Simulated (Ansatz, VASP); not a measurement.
**LiGeBr3 in VASP and in Ansatz**

```
Li Ge Br
1.0
    -3.77800    3.77800    5.36442
     3.77800   -3.77800    5.36442
     3.77800    3.77800   -5.36442
Li Ge Br
2 2 6
Cartesian
  0.0000 3.7780 2.6822
  3.7780 0.0000 2.6822
  0.0000 0.0000 5.3644
  0.0000 0.0000 0.0000
  2.5338 -1.2442 5.3644
  1.2442 2.5338 5.3644
  0.0000 0.0000 8.0466
  1.2442 5.0222 0.0000
  2.5338 1.2442 0.0000
  0.0000 0.0000 2.6822
```

Alike in both runs: functional PBE; k mesh 6 × 6 × 6; occupations gaussian, width 0.02 eV; no spin polarisation.

Ansatz relaxed the structure, and its values are those at the end. VASP's run is a single point on that final structure, the one shown.

```csv
,VASP,Ansatz
version,VASP 6.6.1,Ansatz 0.2.0
potentials or method,"VASP PAW PBE potentials, release 64 (Li_sv, Ge_d, Br), cutoff 520 eV","scalar-relativistic, plane waves, PAW"
valence electrons in the cell,76,76
```

|  | VASP | Ansatz | Ansatz less VASP |
| --- | --- | --- | --- |
| gap on the k mesh at the Fermi level (eV) | 0.99 | 0.99 | +0.001 |
| least direct gap on the mesh (eV) | 0.99 | 0.99 | +0.001 |
| rms of the force components (eV/Å) | 0.003 | 0.002 | -0.0005 |

Noted on VASP's run: the cutoff is under 1.25 times that of the potentials, so the pressure is a little rough.
